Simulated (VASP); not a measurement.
Write the native input for VASP 6.6.1 that does the following.

| Item | Value |
| --- | --- |
| Task | single point |
| Functional | PBE |
| Potentials or basis | VASP PAW PBE potentials, release 64 (Sc_sv) |
| Cutoff | 520 eV |
| k mesh | 13 × 13 × 13 |
| Occupations | fermi-dirac, width 0.08 eV |
| Spin | no spin polarisation |
| Dipole correction | no |
| Further INCAR settings | ALGO = Normal; EDIFF = 1e-07; NBANDS = 12 |

The structure of Sc lies in POSCAR:

```
Sc
1.0
    2.7575156369      0.0000000000      0.0000000000
    0.0000000000      2.7575156369      0.0000000000
    0.0000000000      0.0000000000      2.7575156369
Sc
1
Direct
    0.0000000000      0.0000000000      0.0000000000
```

This isn't the form of Sc at room conditions, which is hcp.

The input as run:

INCAR

```
  PREC = Accurate
  ENCUT = 520
  EDIFF = 1E-7
  ISMEAR = -1
  SIGMA = 0.08
  LREAL = False
  LASPH = True
  NELM = 60
  ALGO = Normal
  ISIF = 2
  LWAVE = False
  LCHARG = False
  GGA = PE
  NBANDS = 12
```

KPOINTS

```
Automatic mesh
0
Gamma
  13 13 13
```

Potentials or basis: VASP PAW PBE potentials, release 64 (Sc_sv).

Launch:

```console
$ cat potpaw_PBE.64/Sc_sv/POTCAR > POTCAR
$ mpirun -np 1 vasp_std > vasp.out
```

It gave:

* Pressure: 11.0 GPa
* Band gap on the k mesh: zero (an odd number of electrons rules out a gap without spin polarisation)

Caveat: the cell stands under pressure.

Run time: 26 s on 1 thread of Intel Xeon 8259CL, on a shared host, peak memory 0.15 GiB.
